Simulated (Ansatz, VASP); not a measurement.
# Ti in VASP and in Ansatz

```xyz
2
Lattice="3.2744 0.0000 0.0000 0.0000 3.2744 0.0000 0.0000 0.0000 3.2744" Properties=species:S:1:pos:R:3 pbc="T T T"
Ti    0.0000    0.0000    0.0000
Ti    1.6372    1.6372    1.6372
```

Change from the starting cell: equal strain along all axes, cell held, atoms relaxed: +2.0 %.

Alike in both runs: task single point; functional PBEsol; k mesh 16 × 16 × 16; occupations gaussian, width 0.1 eV; no spin polarisation.

|  | VASP | Ansatz |
| --- | --- | --- |
| version | VASP 6.6.1 | Ansatz 0.2.0 |
| potentials or method | VASP PAW PBE potentials, release 64 (Ti_sv), cutoff 520 eV | scalar-relativistic, plane waves, PAW |
| valence electrons in the cell | 24 | 24 |

Ansatz gave:

| Quantity | Value |
| --- | --- |
| gap on the k mesh at the Fermi level (eV) | none |
| pressure (GPa) | -6.2 |

Question: Which values does VASP return?

Answer: gap on the k mesh at the Fermi level (eV): none; pressure (GPa): -6.3.

VASP's potentials were made for PBE, not for PBEsol. A gap of «none» marks a metal or a gap that the smearing closes.
